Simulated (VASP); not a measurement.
Wanted: the native input for a VASP 6.6.1 run.

```
Task                    : single point
Functional              : LDA
Potentials or basis     : VASP PAW LDA potentials, release 64 (Cu)
Cutoff                  : 520 eV
k mesh                  : 17 × 17 × 10
Occupations             : fermi-dirac, width 0.1 eV
Spin                    : no spin polarisation
Dipole correction       : no
k mesh for the DOS      : 26 × 26 × 15
Occupations for the DOS : tetrahedron
Further INCAR settings  : ALGO = Normal; EDIFF = 1e-07
```

Crystal: Cu.

```xyz
2
Lattice="2.4805 0.0000 0.0000 -1.2402 2.1482 0.0000 0.0000 0.0000 4.0890" Properties=species:S:1:pos:R:3 pbc="T T T"
Cu    0.0000    1.4321    1.0223
Cu    1.2402    0.7161    3.0668
```

This isn't the form of Cu at room conditions, which is fcc.

One way to write it, as run:

POSCAR

```
Cu
1.0
    2.4804730629      0.0000000000      0.0000000000
   -1.2402365315      2.1481526859      0.0000000000
    0.0000000000      0.0000000000      4.0890492651
Cu
2
Direct
    0.3333333333      0.6666666667      0.2500000000
    0.6666666667      0.3333333333      0.7500000000
```

INCAR.step1

```
SYSTEM = Cu
PREC     = Accurate       ! precision mode
ENCUT    = 520            ! plane-wave cutoff, eV
EDIFF    = 1E-7           ! SCF threshold, eV
ISMEAR   = -1             ! smearing method
SIGMA    = 0.1            ! smearing width, eV
LREAL    = .FALSE.        ! projectors in reciprocal space
LASPH    = .TRUE.         ! aspherical terms in the spheres
NELM     = 100            ! most SCF steps
ALGO     = Normal         ! electronic algorithm
ISIF     = 2              ! what is computed and relaxed
LWAVE    = .FALSE.        ! write WAVECAR
LCHARG   = .TRUE.         ! write CHGCAR
LMAXMIX  = 4              ! l up to which the mixer works
GGA      = CA             ! functional
NBANDS   = 18             ! bands
```

KPOINTS.step1

```
Automatic mesh
0
G
  17 17 10
  0 0 0
```

INCAR.step2

```
SYSTEM = Cu
PREC     = Accurate       ! precision mode
ENCUT    = 520            ! plane-wave cutoff, eV
EDIFF    = 1E-7           ! SCF threshold, eV
ISMEAR   = -5             ! smearing method
SIGMA    = 0.1            ! smearing width, eV
LREAL    = .FALSE.        ! projectors in reciprocal space
LASPH    = .TRUE.         ! aspherical terms in the spheres
NELM     = 100            ! most SCF steps
ALGO     = Normal         ! electronic algorithm
ISIF     = 2              ! what is computed and relaxed
LWAVE    = .FALSE.        ! write WAVECAR
LCHARG   = .FALSE.        ! write CHGCAR
LMAXMIX  = 4              ! l up to which the mixer works
GGA      = CA             ! functional
LORBIT   = 11             ! projections on sites
NEDOS    = 1001           ! points of the DOS
ICHARG   = 11             ! starting density
```

KPOINTS.step2

```
Automatic mesh
0
G
  26 26 15
  0 0 0
```

Potentials or basis: VASP PAW LDA potentials, release 64 (Cu).

Command:

```console
$ cat potpaw_LDA.64/Cu/POTCAR > POTCAR
$ cp INCAR.step1 INCAR
$ cp KPOINTS.step1 KPOINTS
$ mpirun -np 1 vasp_std > vasp.out
$ cp INCAR.step2 INCAR
$ cp KPOINTS.step2 KPOINTS
$ mpirun -np 1 vasp_std > vasp.out
```

Results of the run:

```json
{
 "Valence electrons inside the program's atomic spheres": "Cu 10.11"
}
```

It took 78 s on 1 thread of Intel(R) Xeon(R) 6975P-C (Granite Rapids), with other jobs on the host, peak memory 0.28 GiB.
